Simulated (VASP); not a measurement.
# PbO2 (Fm-3m) in VASP: single point with PBE+U

Aim: the single point of PbO2 with PBE+U.

Everything below comes from runs of VASP 6.6.1. Logs are shortened: lines on timing, memory, paths and dates and some standing lists are left out, and cuts for length are marked.

**1. The cell of the first run**

It takes space group Fm-3m (No. 225, cubic). The conventional cell has a = 5.404 Å, b = 5.404 Å, c = 5.404 Å, α = 90.00°, β = 90.00°, γ = 90.00°. Within 3.1 Å of Pb (site symmetry m-3m) lie 8 O at 2.34 Å. Within 3.1 Å of O (site symmetry -43m) lie 4 Pb at 2.34 Å and 6 O at 2.70 Å.

**2. Single point, PBE+U, collinear spin, zero start**

Contents of INCAR:

```
SYSTEM = PbO2
PREC = Accurate
ENCUT = 1340
EDIFF = 1E-6
ISMEAR = 0
SIGMA = 0.1
LREAL = .FALSE.
LASPH = .TRUE.
NELM = 200
ALGO = Normal
ISIF = 2
LWAVE = .FALSE.
LCHARG = .FALSE.
ISPIN = 2
MAGMOM = 0 0 0
LORBIT = 11
LDAU = .TRUE.
LDAUTYPE = 2
LDAUL = -1 1
LDAUU = 0 1.6
LDAUJ = 0 0
LDAUPRINT = 1
GGA = PE
NBANDS = 24
GGA_COMPAT = .FALSE.
```

Contents of KPOINTS:

```
regular mesh
0
G
  6 6 6
  0 0 0
```

Contents of POSCAR:

```
PbO2
1.0
    0.0000000000      2.7019920000      2.7019920000
    2.7019920000      0.0000000000      2.7019920000
    2.7019920000      2.7019920000      0.0000000000
Pb O
1 2
Direct
    0.0000000000      0.0000000000      0.0000000000
    0.2500000000      0.2500000000      0.2500000000
    0.7500000000      0.7500000000      0.7500000000
```

Potentials or basis: VASP PAW PBE potentials, release 64 (Pb_d, O_h).

Run with:

```console
$ cat potpaw_PBE.64/Pb_d/POTCAR potpaw_PBE.64/O_h/POTCAR > POTCAR
$ mpirun -np 1 vasp_std > vasp.out
```

OUTCAR:

```text
SYSTEM = PbO2
   PREC = Accurate
   ENCUT = 1340
   EDIFF = 1E-6
   ISMEAR = 0
   LREAL = .FALSE.
   LASPH = .TRUE.
   NELM = 200
   ISIF = 2
   ISPIN = 2
   LORBIT = 11
   GGA = PE

 ion  position               nearest neighbor table
   1  0.000  0.000  0.000-   3 2.34   3 2.34   3 2.34   2 2.34   2 2.34   2 2.34   3 2.34   2 2.34

   2  0.250  0.250  0.250-   1 2.34   1 2.34   1 2.34   1 2.34
   3  0.750  0.750  0.750-   1 2.34   1 2.34   1 2.34   1 2.34

  LATTYP: Found a face centered cubic cell.
 ALAT       =     5.4039840000

  Lattice vectors:

 A1 = (   0.0000000000,   2.7019920000,   2.7019920000)
 A2 = (   2.7019920000,   0.0000000000,   2.7019920000)
 A3 = (   2.7019920000,   2.7019920000,   0.0000000000)

Analysis of symmetry for initial positions (statically):
=====================================================================
 Subroutine PRICEL returns:
 Original cell was already a primitive cell.

 Routine SETGRP: Setting up the symmetry group for a
 face centered cubic supercell.

 Subroutine GETGRP returns: Found 48 space group operations
 (whereof 48 operations were pure point group operations)
 out of a pool of 48 trial point group operations.

The static configuration has the point symmetry O_h .

Analysis of symmetry for dynamics (positions and initial velocities):
=====================================================================
 Subroutine PRICEL returns:
 Original cell was already a primitive cell.

 Routine SETGRP: Setting up the symmetry group for a
 face centered cubic supercell.

 Subroutine GETGRP returns: Found 48 space group operations
 (whereof 48 operations were pure point group operations)
 out of a pool of 48 trial point group operations.

The dynamic configuration has the point symmetry O_h .

Analysis of structural, dynamic, and magnetic symmetry:
=====================================================================
 Subroutine PRICEL returns:
 Original cell was already a primitive cell.

 Routine SETGRP: Setting up the symmetry group for a
 face centered cubic supercell.

 Subroutine GETGRP returns: Found 48 space group operations
 (whereof 48 operations were pure point group operations)
 out of a pool of 48 trial point group operations.

The overall configuration has the point symmetry O_h .

 Subroutine INISYM returns: Found 48 space group operations
 (whereof 48 operations are pure point group operations),
 and found     1 'primitive' translations

----------------------------------------------------------------------------------------

                                     Primitive cell

  volume of cell :      39.4532

  direct lattice vectors                    reciprocal lattice vectors
     0.000000000  2.701992000  2.701992000    -0.185048660  0.185048660  0.185048660
     2.701992000  0.000000000  2.701992000     0.185048660 -0.185048660  0.185048660
     2.701992000  2.701992000  0.000000000     0.185048660  0.185048660 -0.185048660

  length of vectors
     3.821193732  3.821193732  3.821193732     0.320513682  0.320513682  0.320513682

  position of ions in fractional coordinates (direct lattice)
     0.000000000  0.000000000  0.000000000
     0.250000000  0.250000000  0.250000000
     0.750000000  0.750000000  0.750000000

  ion indices of the primitive-cell ions
   primitive index   ion index
                 1           1
                 2           2
                 3           3

----------------------------------------------------------------------------------------

 KPOINTS: regular mesh

Automatic generation of k-mesh.
 Grid dimensions read from file:
 generate k-points for:    6    6    6

 Generating k-lattice:

  Cartesian coordinates                     Fractional coordinates (reciprocal lattice)
    -0.030841443  0.030841443  0.030841443     0.166666667  0.000000000  0.000000000
     0.030841443 -0.030841443  0.030841443     0.000000000  0.166666667  0.000000000
     0.030841443  0.030841443 -0.030841443     0.000000000  0.000000000  0.166666667

  Length of vectors
     0.053418947  0.053418947  0.053418947

  Shift w.r.t. Gamma in fractional coordinates (k-lattice)
     0.000000000  0.000000000  0.000000000

 Subroutine IBZKPT returns following result:
 ===========================================

 Found     16 irreducible k-points:

 Following reciprocal coordinates:
            Coordinates               Weight
  0.000000  0.000000  0.000000      1.000000
  0.166667  0.000000  0.000000      8.000000
  0.333333  0.000000  0.000000      8.000000
  0.500000  0.000000  0.000000      4.000000
  0.166667  0.166667  0.000000      6.000000
  0.333333  0.166667  0.000000     24.000000
[... 8 lines left out ...]
 -0.333333  0.333333  0.166667     24.000000
 -0.333333  0.500000  0.166667     12.000000
   k-points           NKPTS =     16   k-points in BZ     NKDIM =     16   number of bands    NBANDS=     24
   number of dos      NEDOS =    301   number of ions     NIONS =      3
   total plane-waves  NPLWV = 110592
   dimension x,y,z NGX =    48 NGY =   48 NGZ =   48
   dimension x,y,z NGXF=    96 NGYF=   96 NGZF=   96
   ions per type =               1   2
   NGX,Y,Z   is equivalent  to a cutoff of  20.88, 20.88, 20.88 a.u.
   NGXF,Y,Z  is equivalent  to a cutoff of  41.77, 41.77, 41.77 a.u.
 SYSTEM =  PbO2
   PREC   = accura    normal or accurate (medium, high low for compatibility)
   ISTART =      0    job   : 0-new  1-cont  2-samecut
   ICHARG =      2    charge: 1-file 2-atom 10-const
   ISPIN  =      2    spin polarized calculation?
   LNONCOLLINEAR =      F non collinear calculations
   LSORBIT =      F    spin-orbit coupling
   LASPH  =      T    aspherical Exc in radial PAW
   ENCUT  = 1340.0 eV  98.49 Ry    9.92 a.u.  11.41 11.41 11.41*2*pi/ulx,y,z
   NELM   =    200;   NELMIN=  2; NELMDL= -5     # of ELM steps
   EDIFF  = 0.1E-05   stopping-criterion for ELM
   LREAL  =      F    real-space projection
[... 7 lines left out ...]
   TEBEG  =    0.0;   TEEND  =   0.0 temperature during run
   PSTRESS=    0.0 pullay stress
   NELECT =      26.0000    total number of electrons
   NUPDOWN=      -1.0000    fix difference up-down
   EMIN   =  10.00;   EMAX   =-10.00  energy-range for DOS
   EFERMI =   0.00;   METHOD = LEGACY
   ISMEAR =     0;   SIGMA  =   0.10  broadening in eV -4-tet -1-fermi 0-gaus
   EFERMI_NEDOS =   21; number of points for ismear=-14 and -15
   IALGO  =     38    algorithm
   IMIX   =      4    mixing-type and parameters
     AMIX     =   0.40;   BMIX     =  1.00
     AMIX_MAG =   1.60;   BMIX_MAG =  1.00
  volume/ion in A,a.u.               =      13.15        88.75
  Fermi-wavevector in a.u.,A,eV,Ry     =   1.424640  2.692180 27.614384  2.029600
  Thomas-Fermi vector in A             =   2.545110
   LORBIT       =     11    0 simple, 1 ext, 2 COOP (PROOUT), +10 PAW based schemes
 LDA+U is selected, type is set to LDAUTYPE =  2
   angular momentum for each species LDAUL =    -1    1
   U (eV)           for each species LDAUU =   0.0  1.6
   J (eV)           for each species LDAUJ =   0.0  0.0
   GGA     = PE    functional components
   LHFCALC =     F    Hartree Fock is set to
   AEXX    =    0.0000 exact exchange contribution
   IVDW    =     0    specifies the selected vdW correction
   LEPSILON=     F    determine dielectric tensor
   LRPA    =     F    only Hartree local field effects (RPA)
 spin polarized calculation
 Gauss-broadening in eV      SIGMA  =   0.10
  energy-cutoff  :     1340.00
  volume of cell :       39.45
 maximum number of plane-waves:      4477
 NGX is ok and might be reduce to    48
   NGX = 23   NGY = 23   NGZ = 23

 number of electron      26.0000002 magnetization       0.0000107

 number of electron      26.0000002 magnetization      -0.0000432

 Free energy of the ion-electron system (eV)
  ---------------------------------------------------
  ext. energy  EPLUGINS =         0.00000000
  ---------------------------------------------------
  free energy    TOTEN  =       -13.35665000 eV

  energy without entropy =      -13.35538909  energy(sigma->0) =      -13.35601954

 E-fermi :   6.1525     XC(G=0): -11.1534

 val. band max:        6.0552368032   @ k =  -0.3333   0.5000   0.1667
 cond. band min:       6.3479536917   @ k =   0.1667   0.1667   0.0000
 fundamental gap:      0.2927168885
 Fermi energy:         6.1525334002

 spin component 1

 k-point     1 :       0.0000    0.0000    0.0000
  band No.  band energies     occupation
      1     -12.5224      1.00000
      2      -9.7298      1.00000
      3      -9.6515      1.00000
      4      -9.6515      1.00000
      5      -9.6515      1.00000
      6      -9.4190      1.00000
[... 16 lines left out ...]
     23      26.1699      0.00000
     24      27.8246      0.00000

 k-point     2 :       0.1667    0.0000    0.0000
  band No.  band energies     occupation
      1     -12.3117      1.00000
      2     -10.5497      1.00000
      3      -9.6218      1.00000
      4      -9.6218      1.00000
      5      -9.4193      1.00000
      6      -9.4193      1.00000
[... 16 lines left out ...]
     23      26.7436      0.00000
     24      27.4552      0.00000

 k-point     3 :       0.3333    0.0000    0.0000
  band No.  band energies     occupation
      1     -11.9449      1.00000
      2     -10.9602      1.00000
      3      -9.5854      1.00000
      4      -9.5854      1.00000
      5      -9.3948      1.00000
      6      -9.3948      1.00000
[... 16 lines left out ...]
     23      25.8475      0.00000
     24      27.8805      0.00000
[... 298 lines left out ...]
 k-point    15 :      -0.3333    0.3333    0.1667
  band No.  band energies     occupation
      1     -11.6028      1.00000
      2     -11.3780      1.00000
      3      -9.4815      1.00000
      4      -9.4564      1.00000
      5      -9.3899      1.00000
      6      -8.7296      1.00000
[... 16 lines left out ...]
     23      25.6628      0.00000
     24      29.3675      0.00000

 k-point    16 :      -0.3333    0.5000    0.1667
  band No.  band energies     occupation
      1     -11.6164      1.00000
      2     -11.3438      1.00000
      3      -9.5075      1.00000
      4      -9.3998      1.00000
      5      -9.3842      1.00000
      6      -8.9439      1.00000
[... 16 lines left out ...]
     23      27.3965      0.00000
     24      29.8957      0.00000
 Fermi energy:         6.1525334002

 spin component 2

 k-point     1 :       0.0000    0.0000    0.0000
  band No.  band energies     occupation
      1     -12.5225      1.00000
      2      -9.7298      1.00000
      3      -9.6515      1.00000
      4      -9.6515      1.00000
      5      -9.6515      1.00000
      6      -9.4190      1.00000
[... 16 lines left out ...]
     23      26.1700      0.00000
     24      27.8246      0.00000

 k-point     2 :       0.1667    0.0000    0.0000
  band No.  band energies     occupation
      1     -12.3117      1.00000
      2     -10.5497      1.00000
      3      -9.6218      1.00000
      4      -9.6218      1.00000
      5      -9.4193      1.00000
      6      -9.4193      1.00000
[... 16 lines left out ...]
     23      26.7437      0.00000
     24      27.4449      0.00000

 k-point     3 :       0.3333    0.0000    0.0000
  band No.  band energies     occupation
      1     -11.9450      1.00000
      2     -10.9602      1.00000
      3      -9.5854      1.00000
      4      -9.5854      1.00000
      5      -9.3948      1.00000
      6      -9.3948      1.00000
[... 16 lines left out ...]
     23      25.8475      0.00000
     24      27.8805      0.00000
[... 298 lines left out ...]
 k-point    15 :      -0.3333    0.3333    0.1667
  band No.  band energies     occupation
      1     -11.6028      1.00000
      2     -11.3780      1.00000
      3      -9.4815      1.00000
      4      -9.4564      1.00000
      5      -9.3900      1.00000
      6      -8.7296      1.00000
[... 16 lines left out ...]
     23      25.6629      0.00000
     24      29.3675      0.00000

 k-point    16 :      -0.3333    0.5000    0.1667
  band No.  band energies     occupation
      1     -11.6164      1.00000
      2     -11.3438      1.00000
      3      -9.5075      1.00000
      4      -9.3998      1.00000
      5      -9.3842      1.00000
      6      -8.9440      1.00000
[... 16 lines left out ...]
     23      27.3966      0.00000
     24      29.8958      0.00000

------------------------ aborting loop because EDIFF is reached ----------------------------------------

  FORCE on cell =-STRESS in cart. coord.  units (eV):
  Direction    XX          YY          ZZ          XY          YZ          ZX
  --------------------------------------------------------------------------------------
  -------------------------------------------------------------------------------------
  Total        0.1534996      0.1534996      0.1534996      0.0000000     -0.0000000     -0.0000000
  in kB        6.2335533      6.2335533      6.2335533      0.0000000     -0.0000000     -0.0000000
  external PRESSURE =       6.2335533 kB  Pullay stress =       0.0000000 kB

 VOLUME and BASIS-vectors are now :
 -----------------------------------------------------------------------------
  energy-cutoff  :     1340.00
  volume of cell :       39.45
      direct lattice vectors                 reciprocal lattice vectors
     0.000000000  2.701992000  2.701992000    -0.185048660  0.185048660  0.185048660
     2.701992000  0.000000000  2.701992000     0.185048660 -0.185048660  0.185048660
     2.701992000  2.701992000  0.000000000     0.185048660  0.185048660 -0.185048660

 POSITION                                       TOTAL-FORCE (eV/Angst)
 -----------------------------------------------------------------------------------
      0.00000      0.00000      0.00000         0.000000     -0.000000      0.000000
      1.35100      1.35100      1.35100         0.000000     -0.000000     -0.000000
      4.05299      4.05299      4.05299        -0.000000      0.000000     -0.000000
 -----------------------------------------------------------------------------------
    total drift:                               -0.000000     -0.000000      0.000000

  FREE ENERGIE OF THE ION-ELECTRON SYSTEM (eV)
  ---------------------------------------------------
  free  energy   TOTEN  =       -13.3566499965 eV

  energy  without entropy=      -13.3553890896  energy(sigma->0) =      -13.35601954

 total charge

# of ion       s       p       d       tot
------------------------------------------
    1        1.055   0.664   9.979  11.698
    2        1.073   2.252   0.000   3.326
    3        1.073   2.252   0.000   3.326
--------------------------------------------------
tot          3.202   5.169   9.979  18.350

 magnetization (x)

# of ion       s       p       d       tot
------------------------------------------
    1        0.000   0.000   0.000   0.000
    2        0.000  -0.000   0.000  -0.000
    3        0.000  -0.000   0.000  -0.000
--------------------------------------------------
tot          0.000  -0.000   0.000   0.000
```

It took 2 min on 1 thread of AMD EPYC 7R13 (Zen 3), shared host; peak memory 0.41 GiB.

What came out:

```
Free energy                                           : -13.3566 eV
Pressure                                              : 0.6 GPa
Band gap on the k mesh                                : zero (filled and empty bands overlap)
Net moment                                            : 0.00 μB per cell
Valence electrons inside the program's atomic spheres : Pb 11.70; O 3.33
```

Levels at points of the mesh, in eV from the Fermi level:
Spin up:
```tsv
k point	band 10	band 11	band 12	band 13	band 14	band 15	band 16	band 17
(0.00, 0.00, 0.00)	-2.06	-2.06	-1.29	-1.29	-1.29	6.87	6.87	6.87
(0.50, 0.00, 0.00)	-2.86	-2.86	-1.50	-1.50	2.48	7.03	9.39	9.39
(0.50, 0.50, 0.00)	-4.56	-0.33	-0.22	-0.22	1.56	6.05	9.34	10.71
```
Spin down:
```
           k point  band 9  band 10  band 11  band 12  band 13  band 14  band 15  band 16  band 17  band 18
(0.00, 0.00, 0.00)   -2.06    -2.06    -2.06    -1.29    -1.29    -1.29     6.87     6.87     6.87    11.65
(0.50, 0.00, 0.00)   -3.38    -2.86    -2.86    -1.50    -1.50     2.48     7.03     9.39     9.39    14.25
(0.50, 0.50, 0.00)   -4.56    -4.56    -0.33    -0.22    -0.22     1.56     6.05     9.34    10.71    10.71
```

Caveat: spin-orbit coupling is left out, which moves the levels of the heavy elements.

The gap in the log of VASP goes by the Fermi energy; the results here count the filled bands.